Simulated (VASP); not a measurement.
Set up this calculation in VASP 6.6.1, as the native input.

| Property | Result |
| --- | --- |
| Task | single point |
| Functional | PBE |
| Potentials or basis | VASP PAW PBE potentials, release 64 (Cs_sv, I, Sn_d) |
| Cutoff | 520 eV |
| k mesh | 2 × 2 × 2 |
| Occupations | gaussian, width 0.01 eV |
| Spin | no spin polarisation |
| Dipole correction | no |
| Further INCAR settings | ALGO = Normal; EDIFF = 1e-06; NBANDS = 30 |

The structure of CsSnI3 lies in POSCAR:

```
CsSnI3
1.0
    6.2057000000      0.0000000000      0.0000000000
    0.0000000000      6.2057000000      0.0000000000
    0.0000000000      0.0000000000      6.2057000000
Cs I Sn
1 3 1
Direct
    0.0000000000      0.0000000000      0.0000000000
    0.5000000000      0.5000000000      0.0000000000
    0.5000000000      0.0000000000      0.5000000000
    0.0000000000      0.5000000000      0.5000000000
    0.5000000000      0.5000000000      0.5000000000
```

These files were run (other wordings do the same):

INCAR

```
SYSTEM = CsSnI3
  PREC = Accurate
  ENCUT = 520
  EDIFF = 1E-6
  ISMEAR = 0
  SIGMA = 0.01
  LREAL = .False.
  LASPH = .True.
  NELM = 100
  ALGO = Normal
  ISIF = 2
  LWAVE = .False.
  LCHARG = .False.
  GGA = PE
  NBANDS = 30
```

KPOINTS

```
Automatic mesh
0
Gamma
  2 2 2
  0 0 0
```

Potentials or basis: VASP PAW PBE potentials, release 64 (Cs_sv, I, Sn_d).

The run is started by

```sh
$ cat potpaw_PBE.64/Cs_sv/POTCAR potpaw_PBE.64/I/POTCAR potpaw_PBE.64/Sn_d/POTCAR > POTCAR
$ mpirun -np 1 vasp_std > vasp.out
```

It gave:

```
Pressure               : 2.1 GPa
Band gap on the k mesh : 0.24 eV
```

Caveat: the k points lie up to 0.51 Å⁻¹ apart; semilocal functionals underestimate gaps, and a narrow one can read as zero; spin-orbit coupling is left out, which moves the levels of the heavy elements.

Wall time 34 s on 1 thread of Oxide Virtual Turin-like Processor, on a shared host, peak memory 0.29 GiB.
